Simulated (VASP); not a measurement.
# LiCl (kpbe) (Fm-3m) in VASP: a series of runs

Runs on LiCl (kpbe). Level: PBE. Tasks: single point, relaxation of cell and atoms.

All numbers are computed with VASP 6.6.1; they aren't measurements. Logs are shortened: lines on timing, memory, paths and dates and some standing lists are left out, and cuts for length are marked.

### Step 1. The cell of the first run

The structure is cubic, space group Fm-3m (No. 225). Conventional cell: a = 5.084 Å, b = 5.084 Å, c = 5.084 Å, α = 90.00°, β = 90.00°, γ = 90.00°. Within 3.4 Å of Li (site symmetry m-3m) lie 6 Cl at 2.54 Å. Cl (site symmetry m-3m) has 6 Li at 2.54 Å within 3.4 Å.

### Step 2. Single point, PBE

INCAR reads:

```
PREC = Accurate ; ENCUT = 520
EDIFF = 1E-6 ; ISMEAR = 0
SIGMA = 0.1 ; LREAL = F
LASPH = T ; NELM = 60
ALGO = Normal ; ISIF = 2
LWAVE = F ; LCHARG = F
GGA = PE ; NBANDS = 12
```

KPOINTS reads:

```
Automatic mesh
0
Gamma
  6 6 6
```

POSCAR reads:

```
LiCl
1.0
    0.0000000000      2.5421223400      2.5421223400
    2.5421223400      0.0000000000      2.5421223400
    2.5421223400      2.5421223400      0.0000000000
Li Cl
1 1
Direct
    0.0000000000      0.0000000000      0.0000000000
    0.5000000000      0.5000000000      0.5000000000
```

Potentials or basis: VASP PAW PBE potentials, release 64 (Li_sv, Cl).

Launch:

```bash
cat potpaw_PBE.64/Li_sv/POTCAR potpaw_PBE.64/Cl/POTCAR > POTCAR
mpirun -np 1 vasp_std > vasp.out
```

OUTCAR:

```text
PREC = Accurate
   ENCUT = 520
   EDIFF = 1E-6
   ISMEAR = 0
   LREAL = F
   LASPH = T
   NELM = 60
   ISIF = 2
   GGA = PE

 ion  position               nearest neighbor table
   1  0.000  0.000  0.000-   2 2.54   2 2.54   2 2.54   2 2.54   2 2.54   2 2.54
   2  0.500  0.500  0.500-   1 2.54   1 2.54   1 2.54   1 2.54   1 2.54   1 2.54

  LATTYP: Found a face centered cubic cell.
 ALAT       =     5.0842446800

  Lattice vectors:

 A1 = (   0.0000000000,   2.5421223400,   2.5421223400)
 A2 = (   2.5421223400,   0.0000000000,   2.5421223400)
 A3 = (   2.5421223400,   2.5421223400,   0.0000000000)

Analysis of symmetry for initial positions (statically):
=====================================================================
 Subroutine PRICEL returns:
 Original cell was already a primitive cell.

 Routine SETGRP: Setting up the symmetry group for a
 face centered cubic supercell.

 Subroutine GETGRP returns: Found 48 space group operations
 (whereof 48 operations were pure point group operations)
 out of a pool of 48 trial point group operations.

The static configuration has the point symmetry O_h .

Analysis of symmetry for dynamics (positions and initial velocities):
=====================================================================
 Subroutine PRICEL returns:
 Original cell was already a primitive cell.

 Routine SETGRP: Setting up the symmetry group for a
 face centered cubic supercell.

 Subroutine GETGRP returns: Found 48 space group operations
 (whereof 48 operations were pure point group operations)
 out of a pool of 48 trial point group operations.

The dynamic configuration has the point symmetry O_h .

 Subroutine INISYM returns: Found 48 space group operations
 (whereof 48 operations are pure point group operations),
 and found     1 'primitive' translations

----------------------------------------------------------------------------------------

                                     Primitive cell

  volume of cell :      32.8564

  direct lattice vectors                    reciprocal lattice vectors
     0.000000000  2.542122340  2.542122340    -0.196686049  0.196686049  0.196686049
     2.542122340  0.000000000  2.542122340     0.196686049 -0.196686049  0.196686049
     2.542122340  2.542122340  0.000000000     0.196686049  0.196686049 -0.196686049

  length of vectors
     3.595103890  3.595103890  3.595103890     0.340670231  0.340670231  0.340670231

  position of ions in fractional coordinates (direct lattice)
     0.000000000  0.000000000  0.000000000
     0.500000000  0.500000000  0.500000000

  ion indices of the primitive-cell ions
   primitive index   ion index
                 1           1
                 2           2

----------------------------------------------------------------------------------------

 KPOINTS: Automatic mesh

Automatic generation of k-mesh.
 Grid dimensions read from file:
 generate k-points for:    6    6    6

 Generating k-lattice:

  Cartesian coordinates                     Fractional coordinates (reciprocal lattice)
    -0.032781008  0.032781008  0.032781008     0.166666667  0.000000000  0.000000000
     0.032781008 -0.032781008  0.032781008     0.000000000  0.166666667  0.000000000
     0.032781008  0.032781008 -0.032781008     0.000000000  0.000000000  0.166666667

  Length of vectors
     0.056778372  0.056778372  0.056778372

  Shift w.r.t. Gamma in fractional coordinates (k-lattice)
     0.000000000  0.000000000  0.000000000

 Subroutine IBZKPT returns following result:
 ===========================================

 Found     16 irreducible k-points:

 Following reciprocal coordinates:
            Coordinates               Weight
  0.000000  0.000000  0.000000      1.000000
  0.166667  0.000000  0.000000      8.000000
  0.333333  0.000000  0.000000      8.000000
  0.500000  0.000000  0.000000      4.000000
  0.166667  0.166667  0.000000      6.000000
  0.333333  0.166667  0.000000     24.000000
[... 8 lines left out ...]
 -0.333333  0.333333  0.166667     24.000000
 -0.333333  0.500000  0.166667     12.000000
   k-points           NKPTS =     16   k-points in BZ     NKDIM =     16   number of bands    NBANDS=     12
   number of dos      NEDOS =    301   number of ions     NIONS =      2
   total plane-waves  NPLWV =  21952
   dimension x,y,z NGX =    28 NGY =   28 NGZ =   28
   dimension x,y,z NGXF=    56 NGYF=   56 NGZF=   56
   ions per type =               1   1
   NGX,Y,Z   is equivalent  to a cutoff of  12.95, 12.95, 12.95 a.u.
   NGXF,Y,Z  is equivalent  to a cutoff of  25.90, 25.90, 25.90 a.u.
 SYSTEM =  unknown system
   PREC   = accura    normal or accurate (medium, high low for compatibility)
   ISTART =      0    job   : 0-new  1-cont  2-samecut
   ICHARG =      2    charge: 1-file 2-atom 10-const
   ISPIN  =      1    spin polarized calculation?
   LNONCOLLINEAR =      F non collinear calculations
   LSORBIT =      F    spin-orbit coupling
   LASPH  =      T    aspherical Exc in radial PAW
   ENCUT  =  520.0 eV  38.22 Ry    6.18 a.u.   6.68  6.68  6.68*2*pi/ulx,y,z
   NELM   =     60;   NELMIN=  2; NELMDL= -5     # of ELM steps
   EDIFF  = 0.1E-05   stopping-criterion for ELM
   LREAL  =      F    real-space projection
   EDIFFG = 0.1E-04   stopping-criterion for IOM
   NSW    =      0    number of steps for IOM
   IBRION =     -1    ionic relax: 0-MD 1-quasi-New 2-CG
   NFREE  =      0    steps in history (QN), initial steepest desc. (CG)
   ISIF   =      2    stress and relaxation
   ISYM   =      2    0-nonsym 1-usesym 2-fastsym
   POTIM  = 0.5000    time-step for ionic-motion
   TEBEG  =    0.0;   TEEND  =   0.0 temperature during run
   PSTRESS=    0.0 pullay stress
   NELECT =      10.0000    total number of electrons
   NUPDOWN=      -1.0000    fix difference up-down
   EMIN   =  10.00;   EMAX   =-10.00  energy-range for DOS
   EFERMI =   0.00;   METHOD = LEGACY
   ISMEAR =     0;   SIGMA  =   0.10  broadening in eV -4-tet -1-fermi 0-gaus
   EFERMI_NEDOS =   21; number of points for ismear=-14 and -15
   IALGO  =     38    algorithm
   IMIX   =      4    mixing-type and parameters
     AMIX     =   0.40;   BMIX     =  1.00
     AMIX_MAG =   1.60;   BMIX_MAG =  1.00
  volume/ion in A,a.u.               =      16.43       110.86
  Fermi-wavevector in a.u.,A,eV,Ry     =   1.101206  2.080977 16.499154  1.212654
  Thomas-Fermi vector in A             =   2.237629
   LORBIT       =      0    0 simple, 1 ext, 2 COOP (PROOUT), +10 PAW based schemes
   GGA     = PE    functional components
   LHFCALC =     F    Hartree Fock is set to
   AEXX    =    0.0000 exact exchange contribution
   IVDW    =     0    specifies the selected vdW correction
   LEPSILON=     F    determine dielectric tensor
   LRPA    =     F    only Hartree local field effects (RPA)
 non-spin polarized calculation
 Gauss-broadening in eV      SIGMA  =   0.10
  energy-cutoff  :      520.00
  volume of cell :       32.86
 maximum number of plane-waves:       899
   NGX = 13   NGY = 13   NGZ = 13

 number of electron      10.0000000 magnetization

 number of electron       9.9999999 magnetization

 Free energy of the ion-electron system (eV)
  ---------------------------------------------------
  ext. energy  EPLUGINS =         0.00000000
  ---------------------------------------------------
  free energy    TOTEN  =        -7.38094537 eV

  energy without entropy =       -7.38094537  energy(sigma->0) =       -7.38094537

 E-fermi :   1.3885     XC(G=0):  -8.8462

 val. band max:        0.7825822980   @ k =   0.0000   0.0000   0.0000
 cond. band min:       7.2789453918   @ k =   0.0000   0.0000   0.0000
 fundamental gap:      6.4963630938
 Fermi energy:         1.3884703370

 k-point     1 :       0.0000    0.0000    0.0000
  band No.  band energies     occupation
      1     -42.6952      2.00000
      2     -12.7094      2.00000
      3       0.7826      2.00000
      4       0.7826      2.00000
      5       0.7826      2.00000
      6       7.2789      0.00000
      7      12.7424      0.00000
      8      12.7424      0.00000
      9      12.7424      0.00000
     10      15.4723      0.00000
     11      15.4832      0.00000
     12      15.4834      0.00000

 k-point     2 :       0.1667    0.0000    0.0000
  band No.  band energies     occupation
      1     -42.6944      2.00000
      2     -12.5715      2.00000
      3      -0.1077      2.00000
      4       0.7100      2.00000
      5       0.7100      2.00000
      6       7.9565      0.00000
      7      11.7494      0.00000
      8      12.3312      0.00000
      9      12.3312      0.00000
     10      14.0339      0.00000
     11      14.0339      0.00000
     12      16.1230      0.00000

 k-point     3 :       0.3333    0.0000    0.0000
  band No.  band energies     occupation
      1     -42.6929      2.00000
      2     -12.2702      2.00000
      3      -1.5214      2.00000
      4       0.5765      2.00000
      5       0.5765      2.00000
      6       7.9021      0.00000
      7      10.8471      0.00000
      8      10.8471      0.00000
      9      12.6975      0.00000
     10      15.9534      0.00000
     11      15.9534      0.00000
     12      16.9550      0.00000

 k-point     4 :       0.5000    0.0000    0.0000
  band No.  band energies     occupation
      1     -42.6920      2.00000
      2     -12.1041      2.00000
      3      -2.1380      2.00000
      4       0.5150      2.00000
      5       0.5150      2.00000
      6       7.5690      0.00000
      7      10.2949      0.00000
      8      10.2950      0.00000
      9      14.0382      0.00000
     10      17.8719      0.00000
     11      18.0366      0.00000
     12      18.0366      0.00000

 k-point     5 :       0.1667    0.1667    0.0000
  band No.  band energies     occupation
      1     -42.6941      2.00000
      2     -12.5226      2.00000
      3      -0.0287      2.00000
      4       0.4617      2.00000
      5       0.4617      2.00000
      6       8.4903      0.00000
      7      11.2390      0.00000
      8      11.5465      0.00000
      9      12.9818      0.00000
     10      12.9818      0.00000
     11      15.9436      0.00000
     12      17.0432      0.00000
[... 108 lines left out ...]
      1     -42.6911      2.00000
      2     -11.8405      2.00000
      3      -2.2328      2.00000
      4      -0.3682      2.00000
      5      -0.3682      2.00000
      6       8.7293      0.00000
      7       9.0347      0.00000
      8      13.4510      0.00000
      9      15.1069      0.00000
     10      15.1069      0.00000
     11      17.9214      0.00000
     12      19.5286      0.00000

 k-point    14 :       0.5000    0.3333    0.1667
  band No.  band energies     occupation
      1     -42.6918      2.00000
      2     -12.0387      2.00000
      3      -1.5383      2.00000
      4      -0.6407      2.00000
      5       0.1294      2.00000
      6       9.9087      0.00000
      7      10.2143      0.00000
      8      10.5007      0.00000
      9      12.7819      0.00000
     10      14.9352      0.00000
     11      18.7296      0.00000
     12      19.2647      0.00000

 k-point    15 :      -0.3333    0.3333    0.1667
  band No.  band energies     occupation
      1     -42.6913      2.00000
      2     -11.9165      2.00000
      3      -1.6807      2.00000
      4      -1.0267      2.00000
      5      -0.0369      2.00000
      6       9.7593      0.00000
      7      10.1988      0.00000
      8      11.8182      0.00000
      9      12.0780      0.00000
     10      16.1263      0.00000
     11      17.0025      0.00000
     12      19.3792      0.00000

 k-point    16 :      -0.3333    0.5000    0.1667
  band No.  band energies     occupation
      1     -42.6911      2.00000
      2     -11.8477      2.00000
      3      -1.8552      2.00000
      4      -0.9458      2.00000
      5      -0.3326      2.00000
      6       9.5956      0.00000
      7      10.2109      0.00000
      8      12.2351      0.00000
      9      12.3693      0.00000
     10      15.9141      0.00000
     11      18.1775      0.00000
     12      19.5634      0.00000

------------------------ aborting loop because EDIFF is reached ----------------------------------------

  FORCE on cell =-STRESS in cart. coord.  units (eV):
  Direction    XX          YY          ZZ          XY          YZ          ZX
  --------------------------------------------------------------------------------------
  -------------------------------------------------------------------------------------
  Total        0.2541585      0.2541585      0.2541585      0.0000000      0.0000000      0.0000000
  in kB       12.3935544     12.3935544     12.3935544      0.0000000      0.0000000      0.0000000
  external PRESSURE =      12.3935544 kB  Pullay stress =       0.0000000 kB

 VOLUME and BASIS-vectors are now :
 -----------------------------------------------------------------------------
  energy-cutoff  :      520.00
  volume of cell :       32.86
      direct lattice vectors                 reciprocal lattice vectors
     0.000000000  2.542122340  2.542122340    -0.196686049  0.196686049  0.196686049
     2.542122340  0.000000000  2.542122340     0.196686049 -0.196686049  0.196686049
     2.542122340  2.542122340  0.000000000     0.196686049  0.196686049 -0.196686049

 POSITION                                       TOTAL-FORCE (eV/Angst)
 -----------------------------------------------------------------------------------
      0.00000      0.00000      0.00000         0.000000     -0.000000      0.000000
      2.54212      2.54212      2.54212        -0.000000      0.000000     -0.000000
 -----------------------------------------------------------------------------------
    total drift:                                0.000000      0.000000      0.000000

  FREE ENERGIE OF THE ION-ELECTRON SYSTEM (eV)
  ---------------------------------------------------
  free  energy   TOTEN  =        -7.3809453672 eV

  energy  without entropy=       -7.3809453672  energy(sigma->0) =       -7.38094537
```

Wall time 12 s (1 thread of Intel Xeon 8259CL, shared host); peak memory 0.15 GiB.

Results:

```
Free energy            : -7.3809 eV
Band gap on the k mesh : 6.50 eV, direct
```

Levels at points of the mesh, in eV from the valence-band top:
| k point | band 2 | band 3 | band 4 | band 5 | band 6 | band 7 | band 8 | band 9 |
| --- | --- | --- | --- | --- | --- | --- | --- | --- |
| (0.00, 0.00, 0.00) | -13.49 | 0.00 | 0.00 | 0.00 | 6.50 | 11.96 | 11.96 | 11.96 |
| (0.50, 0.00, 0.00) | -12.89 | -2.92 | -0.27 | -0.27 | 6.79 | 9.51 | 9.51 | 13.26 |
| (0.50, 0.50, 0.00) | -12.62 | -3.02 | -1.15 | -1.15 | 7.95 | 8.25 | 12.67 | 14.32 |

Caveat: the cutoff is under 1.25 times the usual one of these potentials, so pressure, stress and relaxed cells hold a basis-set (Pulay) error.

### Step 3. Single point, PBE

This run uses another cell than the first one, of 17.08 Å³/atom, 1.040 times its volume.

INCAR reads:

```
SYSTEM = LiCl
PREC = Accurate
ENCUT = 520
EDIFF = 1E-6
ISMEAR = 0
SIGMA = 0.02
LREAL = .FALSE.
LASPH = .TRUE.
NELM = 80
ALGO = Normal
ISIF = 2
LWAVE = .FALSE.
LCHARG = .FALSE.
GGA = PE
NBANDS = 12
```

KPOINTS reads:

```
Automatic mesh
0
G
  8 8 8
  0 0 0
```

POSCAR reads:

```
LiCl
1.0
    0.0000000000      2.5753068875      2.5753068875
    2.5753068875      0.0000000000      2.5753068875
    2.5753068875      2.5753068875      0.0000000000
Li Cl
1 1
Direct
    0.0000000000      0.0000000000      0.0000000000
    0.5000000000      0.5000000000      0.5000000000
```

Potentials or basis: VASP PAW PBE potentials, release 64 (Li_sv, Cl).

Launch:

```bash
cat potpaw_PBE.64/Li_sv/POTCAR potpaw_PBE.64/Cl/POTCAR > POTCAR
mpirun -np 1 vasp_std > vasp.out
```

It took 18 s on 1 thread of Intel Xeon 8259CL, shared host; peak memory 0.15 GiB.

It converged, with:

```
Free energy            : -7.3862 eV
Band gap on the k mesh : 6.27 eV, direct
```

Levels at points of the mesh, in eV from the valence-band top:
```
           k point  band 3  band 4  band 5  band 6  band 7  band 8
(0.00, 0.00, 0.00)    0.00    0.00    0.00    6.27   11.93   11.93
(0.50, 0.00, 0.00)   -2.76   -0.25   -0.25    6.75    9.49    9.49
(0.50, 0.50, 0.00)   -2.84   -1.08   -1.08    7.86    8.31   12.33
```

Caveat: the cutoff is under 1.25 times the usual one of these potentials, so pressure, stress and relaxed cells hold a basis-set (Pulay) error. A k mesh can miss the band edges.

### Step 4. Relaxation of cell and atoms, PBE

INCAR reads:

```
SYSTEM = LiCl
ALGO     = Normal         ! electronic algorithm
EDIFF    = 1E-6           ! SCF threshold, eV
EDIFFG   = -0.002         ! ionic threshold
ENCUT    = 600            ! plane-wave cutoff, eV
GGA      = PE             ! functional
IBRION   = 2              ! ionic algorithm
ISIF     = 3              ! what is computed and relaxed
ISMEAR   = 0              ! smearing method
LASPH    = .TRUE.         ! aspherical terms in the spheres
LCHARG   = .FALSE.        ! write CHGCAR
LREAL    = .FALSE.        ! projectors in reciprocal space
LWAVE    = .FALSE.        ! write WAVECAR
NELM     = 60             ! most SCF steps
NSW      = 100            ! ionic steps
PREC     = Accurate       ! precision mode
SIGMA    = 0.02           ! smearing width, eV
```

KPOINTS reads:

```
k-points
0
G
  8 8 8
  0 0 0
```

POSCAR reads:

```
LiCl
1.0
    0.0000000000      2.5421223400      2.5421223400
    2.5421223400      0.0000000000      2.5421223400
    2.5421223400      2.5421223400      0.0000000000
Li Cl
1 1
Direct
    0.0000000000      0.0000000000      0.0000000000
    0.5000000000      0.5000000000      0.5000000000
```

Launch:

```bash
cat potpaw_PBE.64/Li_sv/POTCAR potpaw_PBE.64/Cl/POTCAR > POTCAR
mpirun -np 1 vasp_std > vasp.out
```

It took 52 s on 1 thread of Intel Xeon 8259CL, shared host; peak memory 0.16 GiB.

Results (log left out):

* Free energy: -7.3853 eV
* Relaxed volume: 17.02 Å³/atom
* Relaxed cell: a = 3.638 Å, b = 3.638 Å, c = 3.638 Å, α = 60.00°, β = 60.00°, γ = 60.00°
* Space group after relaxing (to 0.05 Å): Fm-3m (No. 225)
* Energy gained by relaxing: 2.2 meV/atom
* Ionic steps: 4
* Pressure after relaxing: 0.0 GPa
* Band gap on the k mesh: 6.29 eV, direct

The path:
```
step  energy change (eV)  largest force (eV/Å)  pressure (GPa)  volume (Å³)
   1              0.0000                0.0000            1.25        32.86
   2             -0.0034                0.0000            0.56        33.47
   3             -0.0044                0.0000           -0.05        34.09
   4             -0.0044                0.0000            0.01        34.04
```

Final structure:
```cif
data_structure
_symmetry_space_group_name_H-M 'P 1'
_symmetry_Int_Tables_number 1
_cell_length_a 3.6379
_cell_length_b 3.6379
_cell_length_c 3.6379
_cell_angle_alpha 60.000
_cell_angle_beta 60.000
_cell_angle_gamma 60.000
_cell_volume 34.04
loop_
_atom_site_label
_atom_site_type_symbol
_atom_site_fract_x
_atom_site_fract_y
_atom_site_fract_z
_atom_site_occupancy
Li1 Li 0.00000 0.00000 0.00000 1
Cl1 Cl 0.50000 0.50000 0.50000 1
```

Levels at points of the mesh, in eV from the valence-band top:
| k point | band 1 | band 2 | band 3 | band 4 | band 5 | band 6 | band 7 | band 8 | band 9 |
| --- | --- | --- | --- | --- | --- | --- | --- | --- | --- |
| (0.00, 0.00, 0.00) | -43.54 | -13.37 | 0.00 | 0.00 | 0.00 | 6.29 | 11.93 | 11.93 | 11.93 |
| (0.50, 0.00, 0.00) | -43.53 | -12.81 | -2.78 | -0.25 | -0.25 | 6.75 | 9.50 | 9.50 | 12.89 |
| (0.50, 0.50, 0.00) | -43.53 | -12.57 | -2.85 | -1.08 | -1.08 | 7.87 | 8.31 | 12.36 | 14.05 |

Caveat: the cutoff is under 1.25 times the usual one of these potentials, so pressure, stress and relaxed cells hold a basis-set (Pulay) error. Expect the measured gap to be larger: semilocal functionals such as PBE lack the derivative discontinuity.

### Step 5. Overview

```tsv
task	cell	k mesh	cutoff (eV)	smearing	gap on the mesh (eV)
single point	a = 3.595 Å, angles 60.0°, 2 atoms	6 × 6 × 6	520	gaussian 0.1 eV	6.50
single point	a = 3.642 Å, angles 60.0°, 2 atoms	8 × 8 × 8	520	gaussian 0.02 eV	6.27
relaxation of cell and atoms	relaxed from a = 3.595 Å, angles 60.0°, 2 atoms	8 × 8 × 8	600	gaussian 0.02 eV	6.29
```

Alike in all rows: level PBE; potentials or basis VASP PAW PBE potentials, release 64 (Li_sv, Cl); no spin polarisation.

Caveats: the cutoff is under 1.25 times the usual one of these potentials, so pressure, stress and relaxed cells hold a basis-set (Pulay) error.

Total energies depend on the potentials used, so only differences within one code and one set of settings carry meaning.
